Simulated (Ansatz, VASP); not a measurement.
## One calculation of Ta3HN3, two programs

INCAR

```
  ALGO = Normal
  DIPOL = 0.5 0.5 0.313
  EDIFF = 1E-6
  ENCUT = 520
  GGA = PE
  IDIPOL = 3
  ISIF = 2
  ISMEAR = 0
  ISPIN = 2
  LASPH = T
  LCHARG = F
  LDIPOL = T
  LMAXMIX = 4
  LORBIT = 11
  LREAL = F
  LWAVE = F
  MAGMOM = 0 0 0 0 0 0 1
  NBANDS = 38
  NELM = 150
  PREC = Accurate
  SIGMA = 0.1
```

Contents of KPOINTS:

```
k-points
0
Gamma
  9 9 1
```

POSCAR

```
Ta3HN3
1.0
    3.1228193035      0.0000000000      0.0000000000
    0.0000000000      3.1228193035      0.0000000000
    0.0000000000      0.0000000000     21.5908392430
Ta N H
3 3 1
Direct
    0.0000000000      0.0000000000      0.1852637572
    0.5000000000      0.5000000000      0.2890369107
    0.0000000000      0.0000000000      0.3832407719
    0.5000000000      0.5000000000      0.1852637572
    0.0000000000      0.0000000000      0.2843927699
    0.5000000000      0.5000000000      0.3978927890
    0.7500000000      0.7500000000      0.4669035386
```

Input for Ansatz:

```yaml
crystal:
  lattice:
    - [3.1228193035, 0.0, 0.0]
    - [0.0, 3.1228193035, 0.0]
    - [0.0, 0.0, 21.590839243]
  atoms:
    - { symbol: Ta, position: [0.0, 0.0, 0.1852637572] }
    - { symbol: "N", position: [0.5, 0.5, 0.1852637572] }
    - { symbol: Ta, position: [0.5, 0.5, 0.2890369107] }
    - { symbol: "N", position: [0.0, 0.0, 0.2843927699] }
    - { symbol: Ta, position: [0.0, 0.0, 0.3832407719] }
    - { symbol: "N", position: [0.5, 0.5, 0.397892789] }
    - { symbol: H, position: [0.75, 0.75, 0.4669035386], spin: 1.0 }
basis:
  ecutwfc: 420
kpoints:
  mp_grid: { grid: [9, 9, 1] }
hamiltonian:
  xc: pbe
  pseudopotentials: { kind: paw, azcp: { folder: soft_1 } }
scf:
  occupations: { method: gaussian, width: 0.1 }
output:
  forces: true
  eigenvalues: true
  populations: true
magnetization:
  spin_polarized: true
efield:
  axis: 3
  dipole_correction: true
  ramp_width: 0.04
```

Alike in both runs: task single point; functional PBE; k mesh 9 × 9 × 1; occupations gaussian, width 0.1 eV; collinear spin.

|  | VASP | Ansatz |
| --- | --- | --- |
| version | VASP 6.6.1 | Ansatz 0.2.0 |
| potentials or method | VASP PAW PBE potentials, release 64 (Ta_pv, N, H), cutoff 520 eV | scalar-relativistic, plane waves, PAW |
| valence electrons in the cell | 49 | 55 |

```tsv
	VASP	Ansatz	Ansatz less VASP
gap on the k mesh at the Fermi level (eV)	none	none	-
rms of the force components (eV/Å)	1.075	1.077	+0.0025
net moment per atom (μB)	0.00	0.00	0.000
```

A gap of «none» marks a metal or a gap that the smearing closes. With one functional, cell and mesh, what is left measures potentials, basis and numerics. VASP's potentials hold 49 valence electrons a cell and Ansatz's 55, so a difference there can come from the potentials and not from the codes. Ansatz's warnings: seeded moment not kept.

Spin-orbit coupling is off throughout.
